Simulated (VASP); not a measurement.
# GdO in VASP: further runs, part 4 of 4

VASP 6.6.1. The steps go on from the part before.

## 6. Single point, r2SCAN, collinear spin, antiferromagnetic start

This run uses another cell than the first one: it holds 4 atoms, not 2.

POSCAR reads:

```
GdO
1.0
    2.9944849749      0.0000000000      0.0000000000
    0.0000000000      2.9944849749      0.0000000000
    0.0000000000      0.0000000000      5.9889699498
Gd O
2 2
Direct
    0.0000000000      0.0000000000      0.0000000000
    0.0000000000      0.0000000000      0.5000000000
    0.5000000000      0.5000000000      0.2500000000
    0.5000000000      0.5000000000      0.7500000000
```

INCAR.step1 reads:

```
SYSTEM = GdO
PREC = Accurate
ENCUT = 520
ISMEAR = 0
SIGMA = 0.05
LREAL = .FALSE.
LASPH = .TRUE.
NELM = 150
ISPIN = 2
MAGMOM = 7 -7 0 0
LMAXMIX = 6
NBANDS = 36
GGA = PE
ALGO = Normal
EDIFF = 1E-4
LWAVE = .TRUE.
LCHARG = .FALSE.
```

INCAR.step2 reads:

```
SYSTEM = GdO
PREC = Accurate
ENCUT = 520
EDIFF = 1E-7
ISMEAR = 0
SIGMA = 0.05
LREAL = .FALSE.
LASPH = .TRUE.
NELM = 150
ALGO = Normal
ISIF = 2
LWAVE = .FALSE.
LCHARG = .FALSE.
ISPIN = 2
MAGMOM = 7 -7 0 0
LORBIT = 11
LMAXMIX = 6
METAGGA = R2SCAN
LMIXTAU = .TRUE.
NBANDS = 36
ISTART = 1
```

KPOINTS reads:

```
regular mesh
0
G
  12 12 6
  0 0 0
```

Potentials or basis: VASP PAW PBE potentials, release 64 (Gd, O).

Launch:

```bash
$ cat potpaw_PBE.64/Gd/POTCAR potpaw_PBE.64/O/POTCAR > POTCAR
$ cp INCAR.step1 INCAR
$ mpirun -np 1 vasp_std > vasp.out
$ cp INCAR.step2 INCAR
$ mpirun -np 1 vasp_std > vasp.out
```

OUTCAR:

```text
SYSTEM = GdO
   PREC = Accurate
   ENCUT = 520
   EDIFF = 1E-7
   ISMEAR = 0
   LREAL = .FALSE.
   LASPH = .TRUE.
   NELM = 150
   ISIF = 2
   ISPIN = 2
   LORBIT = 11
   METAGGA = R2SCAN
   ISTART = 1

 ion  position               nearest neighbor table
   1  0.000  0.000  0.000-   3 2.59   4 2.59   3 2.59   4 2.59   3 2.59   4 2.59   3 2.59   4 2.59
                             2 2.99   2 2.99
   2  0.000  0.000  0.500-   3 2.59   4 2.59   3 2.59   4 2.59   3 2.59   4 2.59   3 2.59   4 2.59
                             1 2.99   1 2.99
   3  0.500  0.500  0.250-   1 2.59   2 2.59   1 2.59   2 2.59   1 2.59   2 2.59   1 2.59   2 2.59

   4  0.500  0.500  0.750-   1 2.59   2 2.59   1 2.59   2 2.59   1 2.59   2 2.59   1 2.59   2 2.59

  LATTYP: Found a simple tetragonal cell.
 ALAT       =     2.9944849749
 C/A-ratio  =     2.0000000000

  Lattice vectors:

 A1 = (   2.9944849749,   0.0000000000,   0.0000000000)
 A2 = (   0.0000000000,   2.9944849749,   0.0000000000)
 A3 = (   0.0000000000,   0.0000000000,   5.9889699498)

Analysis of symmetry for initial positions (statically):
=====================================================================
 Subroutine PRICEL returns following result:

  LATTYP: Found a simple cubic cell.
 ALAT       =     2.9944849749
[... 12 lines left out ...]
 Subroutine GETGRP returns: Found 16 space group operations
 (whereof 16 operations were pure point group operations)
 out of a pool of 16 trial point group operations.

The static configuration has the point symmetry D_4h.

Analysis of symmetry for dynamics (positions and initial velocities):
=====================================================================
 Subroutine PRICEL returns following result:

  LATTYP: Found a simple cubic cell.
 ALAT       =     2.9944849749
[... 12 lines left out ...]
 Subroutine GETGRP returns: Found 16 space group operations
 (whereof 16 operations were pure point group operations)
[... 172 lines left out ...]
  ---------------------------------------------------
  free energy    TOTEN  =      -103.76984516 eV

  energy without entropy =     -103.76755044  energy(sigma->0) =     -103.76869780

 E-fermi :   7.0198     XC(G=0): -13.0665

 val. band max:        7.0025591351   @ k =   0.4167   0.4167   0.1667
 cond. band min:       7.0252997196   @ k =   0.2500   0.0833   0.1667
 fundamental gap:      0.0227405845
 Fermi energy:         7.0197629471

 spin component 1

 k-point     1 :       0.0000    0.0000    0.0000
  band No.  band energies     occupation
      1     -40.9200      1.00000
      2     -37.0538      1.00000
      3     -18.6557      1.00000
      4     -16.8190      1.00000
      5     -16.8190      1.00000
      6     -15.2258      1.00000
[... 925 lines left out ...]
     35      11.4719      0.00000
     36      11.8605      0.00000

 [... further k-points ...]

 spin component 2

 k-point     1 :       0.0000    0.0000    0.0000
  band No.  band energies     occupation
      1     -40.9200      1.00000
      2     -37.0538      1.00000
      3     -18.6557      1.00000
      4     -16.8190      1.00000
      5     -16.8190      1.00000
      6     -15.2258      1.00000
[... 925 lines left out ...]
     35      11.4728      0.00000
     36      11.8602      0.00000

 [... further k-points ...]
[... 5 lines left out ...]
  --------------------------------------------------------------------------------------
  -------------------------------------------------------------------------------------
  Total        0.3032297      0.3032297      0.1180205      0.0000000      0.0000000     -0.0000000
  in kB        9.0466117      9.0466117      3.5210451      0.0000000      0.0000000     -0.0000000
  external PRESSURE =       7.2047562 kB  Pullay stress =       0.0000000 kB

 VOLUME and BASIS-vectors are now :
 -----------------------------------------------------------------------------
  energy-cutoff  :      520.00
  volume of cell :       53.70
      direct lattice vectors                 reciprocal lattice vectors
     2.994484975  0.000000000  0.000000000     0.333947242  0.000000000  0.000000000
     0.000000000  2.994484975  0.000000000     0.000000000  0.333947242  0.000000000
     0.000000000  0.000000000  5.988969950     0.000000000  0.000000000  0.166973621

 POSITION                                       TOTAL-FORCE (eV/Angst)
 -----------------------------------------------------------------------------------
      0.00000      0.00000      0.00000         0.000000      0.000000     -0.000000
      0.00000      0.00000      2.99448         0.000000      0.000000      0.000000
      1.49724      1.49724      1.49724        -0.000000     -0.000000     -0.000000
      1.49724      1.49724      4.49173        -0.000000     -0.000000     -0.000000
 -----------------------------------------------------------------------------------
    total drift:                                0.000000     -0.000000      0.000000

  FREE ENERGIE OF THE ION-ELECTRON SYSTEM (eV)
  ---------------------------------------------------
  free  energy   TOTEN  =      -103.7698451563 eV

  energy  without entropy=     -103.7675504422  energy(sigma->0) =     -103.76869780

 total charge

# of ion       s       p       d       f       tot
--------------------------------------------------
    1        2.022   5.618   0.777   7.001  15.418
    2        2.022   5.618   0.777   7.001  15.418
    3        1.554   3.450   0.000   0.000   5.004
    4        1.554   3.450   0.000   0.000   5.004
--------------------------------------------------
tot          7.152  18.135   1.555  14.002  40.843

 magnetization (x)

# of ion       s       p       d       f       tot
--------------------------------------------------
    1       -0.010  -0.131   0.335   6.835   7.030
    2        0.010   0.131  -0.335  -6.835  -7.030
    3        0.000   0.000   0.000   0.000   0.000
    4        0.000   0.000   0.000   0.000   0.000
--------------------------------------------------
tot          0.000   0.000  -0.000   0.000  -0.000
```

OSZICAR.step1:

```text
N       E                     dE             d eps       ncg     rms          rms(c)
DAV:   1     0.368870279199E+03    0.36887E+03   -0.16142E+04 23716   0.691E+03
DAV:   2     0.549209392813E+02   -0.31395E+03   -0.25865E+03 23176   0.588E+02
[... 11 lines left out ...]
DAV:  14    -0.420371705941E+02   -0.15546E-02   -0.51025E-03 30720   0.207E+00    0.562E+00
DAV:  15    -0.420374067522E+02   -0.23616E-03   -0.33373E-03 30132   0.300E+00    0.400E+00
DAV:  16    -0.420371082161E+02    0.29854E-03   -0.10663E-03 25168   0.141E+00    0.338E+00
DAV:  17    -0.420368986404E+02    0.20958E-03   -0.85934E-04 24084   0.150E+00    0.286E+00
DAV:  18    -0.420362159176E+02    0.68272E-03   -0.18181E-03 23696   0.211E+00    0.181E+00
DAV:  19    -0.420361816034E+02    0.34314E-04   -0.52743E-04 21792   0.740E-01
   1 F= -.42036182E+02 E0= -.42034041E+02  d E =-.428142E-02  mag=     0.0000
```

Run time: 1.6 h. Hardware: 1 thread of Oxide Virtual Turin-like, shared host; peak memory 0.42 GiB.

What came out:

```
Free energy                                           : -103.7698 eV
Pressure                                              : 0.7 GPa
Band gap on the k mesh                                : zero (filled and empty bands overlap)
Net moment                                            : 0.00 μB per cell
Site moments                                          : Gd +7.03, -7.03; O +0.00 μB
Valence electrons inside the program's atomic spheres : Gd 15.42; O 5.00
```

Stress tensor (GPa, compression positive):
```
0.90 0.00 0.00
0.00 0.90 0.00
0.00 0.00 0.35
```

Levels at points of the mesh, in eV from the Fermi level:
Spin up:
```csv
k point,band 22,band 23,band 24,band 25,band 26,band 27
"(0.00, 0.00, 0.00)",-4.37,-4.37,-2.91,-2.33,-0.38,0.72
"(0.50, 0.00, 0.00)",-5.34,-4.31,-1.72,0.08,0.51,0.77
"(0.50, 0.50, 0.00)",-5.44,-4.31,-0.52,0.46,0.97,0.97
"(0.00, 0.00, 0.50)",-4.67,-4.67,-2.84,-0.57,-0.46,0.77
"(0.50, 0.00, 0.50)",-5.07,-4.60,-1.07,0.71,0.78,0.81
"(0.50, 0.50, 0.50)",-5.84,-5.60,0.76,0.97,0.97,1.04
```
Spin down:
```csv
k point,band 22,band 23,band 24,band 25,band 26,band 27
"(0.00, 0.00, 0.00)",-4.37,-4.37,-2.91,-2.33,-0.38,0.72
"(0.50, 0.00, 0.00)",-5.34,-4.31,-1.72,0.08,0.51,0.77
"(0.50, 0.50, 0.00)",-5.44,-4.31,-0.52,0.46,0.97,0.97
"(0.00, 0.00, 0.50)",-4.67,-4.67,-2.84,-0.57,-0.46,0.77
"(0.50, 0.00, 0.50)",-5.07,-4.60,-1.07,0.71,0.78,0.81
"(0.50, 0.50, 0.50)",-5.84,-5.60,0.76,0.97,0.97,1.04
```

Caveat: the PAW data sets were made with another functional, which shifts forces and pressure a little; spin-orbit coupling is left out, which moves the levels of the heavy elements; semilocal functionals describe open f shells poorly, which spoils levels, moments and volumes.

## 7. Summary

| spin | cell | k mesh | gap on the mesh (eV) | pressure (GPa) | moment (μB) |
| --- | --- | --- | --- | --- | --- |
| collinear, ferromagnetic start | a = 2.974 Å, 2 atoms, atomic positions A | 12 × 12 × 12 | none | 3.2 | 7.44 |
| collinear, ferromagnetic start | a = 2.994 Å, 2 atoms, atomic positions A | 12 × 12 × 12 | none | -0.1 | 7.45 |
| collinear, antiferromagnetic start | a = 4.235, b = 4.235, c = 5.989 Å, angles 45.0, 45.0, 60.0°, 4 atoms, atomic positions B | 12 × 12 × 6 | none | -1.2 | 0.00 |
| collinear, ferromagnetic start | a = 2.994 Å, 2 atoms, atomic positions C | 12 × 12 × 12 | none | -0.1 | 7.45 |
| collinear, antiferromagnetic start | a = 2.994, b = 2.994, c = 5.989 Å, 4 atoms, atomic positions B | 12 × 12 × 6 | none | 0.7 | 0.00 |

Alike in all rows: task single point; level r2SCAN; potentials or basis VASP PAW PBE potentials, release 64 (Gd, O); cutoff (eV) 520; smearing gaussian 0.05 eV.

Caveats: the PAW data sets were made with another functional, which shifts forces and pressure a little; spin-orbit coupling is left out, which moves the levels of the heavy elements; semilocal functionals describe open f shells poorly, which spoils levels, moments and volumes; a cell with one magnetic atom can't hold antiferromagnetic order, which such compounds often take (at least some runs); the cell stands under pressure (at least some runs).

Absolute energies hang on the potentials; compare differences alone.
